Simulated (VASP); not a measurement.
Wanted: the native input for a VASP 6.6.1 run.

| Property | Result |
| --- | --- |
| Task | single point |
| Functional | PBE |
| Potentials or basis | VASP PAW PBE potentials, release 64 (Mg, Cd, Se) |
| Cutoff | 520 eV |
| k mesh | 4 × 2 × 4 |
| Occupations | gaussian, width 0.1 eV |
| Spin | no spin polarisation |
| Dipole correction | no |
| Further INCAR settings | ALGO = Normal; EDIFF = 1e-06; NBANDS = 46 |

The structure of Mg2CdSe3 lies in POSCAR:

```
Mg2CdSe3
1.0
    0.0000000000     -3.9553026000      0.0000000000
    7.9106052000      0.0000000000      0.0000000000
   -1.9776513000      1.9776513000      8.4024623000
Mg Cd Se
4 2 6
Direct
    0.6668930000      0.3334465000      0.3337860000
    0.6668930000      0.8334465000      0.3337860000
    0.3331070000      0.1665535000      0.6662140000
    0.3331070000      0.6665535000      0.6662140000
    0.0000000000      0.0000000000      0.0000000000
    0.0000000000      0.5000000000      0.0000000000
    0.8304310000      0.4152155000      0.6608620000
    0.8304310000      0.9152155000      0.6608620000
    0.5000000000      0.2500000000      0.0000000000
    0.5000000000      0.7500000000      0.0000000000
    0.1695690000      0.0847845000      0.3391380000
    0.1695690000      0.5847845000      0.3391380000
```

These files were run (other wordings do the same):

INCAR

```
PREC = Accurate ; ENCUT = 520
EDIFF = 1E-6 ; ISMEAR = 0
SIGMA = 0.1 ; LREAL = False
LASPH = True ; NELM = 80
ALGO = Normal ; ISIF = 2
LWAVE = False ; LCHARG = True
GGA = PE ; LELF = True
LVHAR = True ; NBANDS = 46
```

KPOINTS

```
Automatic mesh
0
Gamma
  4 2 4
```

Potentials or basis: VASP PAW PBE potentials, release 64 (Mg, Cd, Se).

The run is started by

```bash
$ cat potpaw_PBE.64/Mg/POTCAR potpaw_PBE.64/Cd/POTCAR potpaw_PBE.64/Se/POTCAR > POTCAR
$ mpirun -np 1 vasp_std > vasp.out
```

It gave:

```yaml
Pressure: 0.2 GPa
Largest_force: 0.012 eV/Å
Band_gap_on_the_k_mesh: 0.56 eV
```

It took 4.4 min on 1 thread of AMD EPYC 7R43 64-Core Processor (Zen 3), on a shared host, peak memory 0.39 GiB.
